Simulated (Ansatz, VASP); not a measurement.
Ir in VASP and in Ansatz

INCAR

```
PREC = Accurate
ENCUT = 520
EDIFF = 1E-7
ISMEAR = -1
SIGMA = 0.1
LREAL = False
LASPH = True
NELM = 60
ALGO = Normal
ISIF = 2
LWAVE = False
LCHARG = False
GGA = B5
ALDAX = 1.0
AGGAX = 1.0
AGGAC = 1.0
ALDAC = 0.0
NBANDS = 26
```

The input KPOINTS:

```
Automatic mesh
0
Gamma
  15 15 4
```

POSCAR

```
Ir
1.0
    2.7855558338      0.0000000000      0.0000000000
   -1.3927779169      2.4123621157      0.0000000000
    0.0000000000      0.0000000000      9.1023465597
Ir
4
Direct
    1.0000000000      1.0000000000      1.0000000000
    1.0000000000      1.0000000000      0.5000000000
    0.3333333333      0.6666666667      0.2500000000
    0.6666666667      0.3333333333      0.7500000000
```

Input for Ansatz:

```yaml
crystal:
  lattice:
    - [2.7855558338, 0.0, 0.0]
    - [-1.3927779169, 2.4123621157, 0.0]
    - [0.0, 0.0, 9.1023465597]
  atoms:
    - { symbol: Ir, position: [1.0, 1.0, 1.0] }
    - { symbol: Ir, position: [1.0, 1.0, 0.5] }
    - { symbol: Ir, position: [0.3333333333, 0.6666666667, 0.25] }
    - { symbol: Ir, position: [0.6666666667, 0.3333333333, 0.75] }
hamiltonian:
  xc: blyp
  pseudopotentials:
    kind: paw
    azcp:
      Ir: "pseudopotentials/Ir.paw.azcp"
basis:
  ecutwfc: 420
  fft_grid_basis: typed
kpoints:
  mp_grid: { grid: [15, 15, 4], shift: [0, 0, 0] }
magnetization:
  spin_polarized: false
scf:
  occupations: { method: fermi_dirac, width: 0.1 }
  lower_state_search: "off"
output:
  stress: true
```

Alike in both runs: task single point; functional BLYP; k mesh 15 × 15 × 4; occupations fermi-dirac, width 0.1 eV; no spin polarisation.

|  | VASP | Ansatz |
| --- | --- | --- |
| version | VASP 6.6.1 | Ansatz 0.2.0 |
| potentials or method | VASP PAW PBE potentials, release 64 (Ir), cutoff 520 eV | plane waves (420 eV) with PAW, scalar-relativistic |
| valence electrons in the cell | 36 | 68 |

Ansatz gave:

| Item | Value |
| --- | --- |
| pressure (GPa) | -0.1 |
| traceless stress, the component that is largest in VASP (GPa) | -0.06 |

What did VASP give for the same quantities?

Pressure (GPa): 2.3; traceless stress, the component that is largest in VASP (GPa): -0.06.

VASP's potentials were made for PBE, not for BLYP. VASP's potentials hold 36 valence electrons a cell and Ansatz's 68, so a difference there can come from the potentials and not from the codes.

Neither program's run includes spin-orbit coupling.
